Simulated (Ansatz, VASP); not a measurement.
Given: the input of a run of Ansatz 0.2.0 on Fe.

File input.yaml:

```yaml
crystal:
  lattice:
    - [-1.443, 1.443, 1.443]
    - [1.443, -1.443, 1.443]
    - [1.443, 1.443, -1.443]
  atoms:
    - { symbol: Fe, position: [0.0, 0.0, 0.0], spin: 3.0 }
hamiltonian:
  xc: pbe
  pseudopotentials: { kind: paw }
magnetization:
  spin_polarized: true
kpoints:
  mp_grid: { grid: [13, 13, 13] }
scf:
  occupations: { method: gaussian, width: 0.016 }
output:
  forces: true
  stress: true
  eigenvalues: true
```

Potentials or basis: Ansatz PAW.

The run is started by

```sh
$ ansatz run input.yaml --threads 2 --pin off --max-ram 5632MiB --backend cpu --events-out ev --progress --plain --runs-dir out
```

**Question.** Translate it to VASP 6.6.1. Potentials there: VASP PAW PBE potentials, release 64 (Fe_sv).

**Answer.** As run (the cutoff follows the program's own potentials):

File INCAR:

```
  PREC = Accurate
  ENCUT = 690
  EDIFF = 1E-6
  ISMEAR = 0
  SIGMA = 0.016
  LREAL = F
  LASPH = T
  NELM = 200
  ALGO = Normal
  ISIF = 2
  LWAVE = F
  LCHARG = T
  ISPIN = 2
  MAGMOM = 3
  LORBIT = 11
  LMAXMIX = 4
  GGA = PE
  LELF = T
  LVHAR = T
  NBANDS = 18
  GGA_COMPAT = F
```

KPOINTS

```
Automatic mesh
0
Gamma
  13 13 13
```

Contents of POSCAR:

```
Fe
1.0
   -1.4430000000      1.4430000000      1.4430000000
    1.4430000000     -1.4430000000      1.4430000000
    1.4430000000      1.4430000000     -1.4430000000
Fe
1
Direct
    0.0000000000      0.0000000000      0.0000000000
```

Potentials or basis: VASP PAW PBE potentials, release 64 (Fe_sv).

Launch:

```sh
$ cat potpaw_PBE.64/Fe_sv/POTCAR > POTCAR
$ mpirun -np 1 vasp_std > vasp.out
```

Both were run:

|  | VASP | Ansatz | Ansatz less VASP |
| --- | --- | --- | --- |
| gap on the k mesh at the Fermi level (eV) | none | none | - |
| pressure (GPa) | -11.0 | -9.6 | +1.36 |
| net moment per atom (μB) | 2.25 | 2.25 | -0.005 |
| size of the moment on the site where the two differ most (μB) | 2.27 | 2.31 | +0.038 |

Site moments also hang on the region over which each program counts them. A gap of «none» marks a metal or a gap that the smearing closes.
